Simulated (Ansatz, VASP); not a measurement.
**Two plane-wave programs on ScAl3**

The input INCAR:

```
ALGO = Fast
EDIFF = 1E-7
ENCUT = 520
GGA = PE
ISIF = 2
ISMEAR = 0
LASPH = True
LCHARG = False
LREAL = False
LWAVE = False
NBANDS = 18
NELM = 100
PREC = Accurate
SIGMA = 0.15
```

The input KPOINTS:

```
k-points
0
Gamma
  12 12 12
```

File POSCAR:

```
ScAl3
1.0
    4.1053305968      0.0000000000      0.0000000000
    0.0000000000      4.1053305968      0.0000000000
    0.0000000000      0.0000000000      4.1053305968
Sc Al
1 3
Direct
    0.0000000000      0.0000000000      0.0000000000
    0.5064590424      0.0064590424      0.5000000000
    0.0064590424      0.5064590424      0.5000000000
    0.5064590424      0.5064590424      0.0000000000
```

Input for Ansatz:

```yaml
crystal:
  lattice:
    - [4.1053305968, 0.0, 0.0]
    - [0.0, 4.1053305968, 0.0]
    - [0.0, 0.0, 4.1053305968]
  atoms:
    - { symbol: Sc, position: [0.0, 0.0, 0.0] }
    - { symbol: Al, position: [0.5064590424, 0.0064590424, 0.5] }
    - { symbol: Al, position: [0.0064590424, 0.5064590424, 0.5] }
    - { symbol: Al, position: [0.5064590424, 0.5064590424, 0.0] }
basis:
  ecutwfc: 420
kpoints:
  mp_grid: { grid: [12, 12, 12] }
hamiltonian:
  xc: pbe
scf:
  occupations: { method: gaussian, width: 0.15 }
output:
  forces: true
  stress: true
  eigenvalues: true
```

Change from the starting cell: all Al atoms moved +0.037 Å, as atom 2 along Cartesian [1 1 0].

Alike in both runs: task single point; functional PBE; k mesh 12 × 12 × 12; occupations gaussian, width 0.15 eV; no spin polarisation.

|  | VASP | Ansatz |
| --- | --- | --- |
| version | VASP 6.6.1 | Ansatz 0.2.0 |
| potentials or method | VASP PAW PBE potentials, release 64 (Sc_sv, Al), cutoff 520 eV | scalar-relativistic, plane waves, PAW |
| valence electrons in the cell | 20 | 20 |

```csv
,VASP,Ansatz,Ansatz less VASP
gap on the k mesh at the Fermi level (eV),none,none,-
pressure (GPa),0.1,0.1,-0.02
rms of the force components (eV/Å),0.121,0.121,-0.0005
```

Atom by atom the forces differ by 0.001 eV/Å (rms over components). A gap of «none» marks a metal or a gap that the smearing closes.
